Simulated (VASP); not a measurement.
A run of VASP 6.6.1:

File POSCAR:

```
Sb
1.0
   -1.8837342335      1.8837342335      1.8837342335
    1.8837342335     -1.8837342335      1.8837342335
    1.8837342335      1.8837342335     -1.8837342335
Sb
1
Direct
    0.0000000000      0.0000000000      0.0000000000
```

File INCAR.step1:

```
  PREC = Accurate
  ENCUT = 400
  EDIFF = 1E-5
  ISMEAR = -1
  SIGMA = 0.05
  LREAL = False
  LASPH = True
  NELM = 120
  ALGO = Normal
  ISIF = 2
  LWAVE = True
  LCHARG = False
  GGA = PE
  NBANDS = 14
  GGA_COMPAT = False
```

File INCAR.step2:

```
  PREC = Accurate
  ENCUT = 400
  EDIFF = 1E-6
  ISMEAR = -1
  SIGMA = 0.05
  LREAL = False
  LASPH = True
  NELM = 120
  ALGO = Normal
  ISIF = 2
  LWAVE = False
  LCHARG = False
  GGA = PE
  LHFCALC = True
  HFSCREEN = 0.2079
  PRECFOCK = Normal
  ISTART = 1
  NBANDS = 14
  GGA_COMPAT = False
```

File KPOINTS:

```
Automatic mesh
0
Gamma
  6 6 6
```

Potentials or basis: VASP PAW PBE potentials, release 64 (Sb_d_GW).

Launch:

```console
$ cat potpaw_PBE.64/Sb_d_GW/POTCAR > POTCAR
$ cp INCAR.step1 INCAR
$ mpirun -np 1 vasp_std > vasp.out
$ cp INCAR.step2 INCAR
$ mpirun -np 1 vasp_std > vasp.out
```

Hardware: 1 thread of Intel(R) Xeon(R) 6975P-C (Granite Rapids) (shared host).

Task: Estimate the wall time of this run.

Result: It took 4.5 min on 1 thread of Intel(R) Xeon(R) 6975P-C (Granite Rapids), with other jobs on the host, peak memory 0.25 GiB. Counts: k points 16.
